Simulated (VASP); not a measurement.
## SnO: single point with PBE

The system is SnO.

```
Sn O
1.0
     4.25644    0.00000    0.00000
    -2.12822    3.68619    0.00000
     0.00000    0.00000    5.33349
Sn O
2 2
Direct
  0.33333 0.66667 0.25000
  0.66667 0.33333 0.75000
  0.66667 0.33333 0.25000
  0.33333 0.66667 0.75000
```

This cell differs from its parent crystal: volume changed by +6%.

```json
{
  "Program": "VASP 6.6.1",
  "Task": "single point",
  "Functional": "PBE",
  "Potentials or basis": "VASP PAW PBE potentials, release 64 (Sn_d, O)",
  "Cutoff": "520 eV",
  "k mesh": "6 × 6 × 4",
  "Occupations": "gaussian, width 0.01 eV",
  "Spin": "no spin polarisation",
  "Dipole correction": "no",
  "Further INCAR settings": "ALGO = Normal; EDIFF = 1e-07; NBANDS = 28"
}
```

```
Pressure               : -3.8 GPa
Band gap on the k mesh : 0.59 eV, direct
```

Stress tensor (GPa, compression positive):
```
-3.97  0.00  0.00
 0.00 -3.97  0.00
 0.00  0.00 -3.57
```

Levels at points of the mesh, in eV from the valence-band top:
```csv
k point,band 18,band 19,band 20,band 21,band 22,band 23
"(0.00, 0.00, 0.00)",-3.21,-3.21,-2.94,3.15,3.23,3.23
"(0.50, 0.00, 0.00)",-3.52,-1.67,-1.59,1.24,3.25,3.56
"(0.00, 0.00, 0.50)",-3.58,-1.83,-1.83,2.57,2.57,3.28
"(0.50, 0.00, 0.50)",-3.24,-0.91,-0.91,0.91,0.91,3.33
```

Run time: 30 s on 1 thread of AMD EPYC 9R45 96-Core Processor (Zen 5), with other jobs on the host, peak memory 0.18 GiB.

Caveat: spin-orbit coupling is left out, which moves the levels of the heavy elements. A k mesh can miss the band edges.
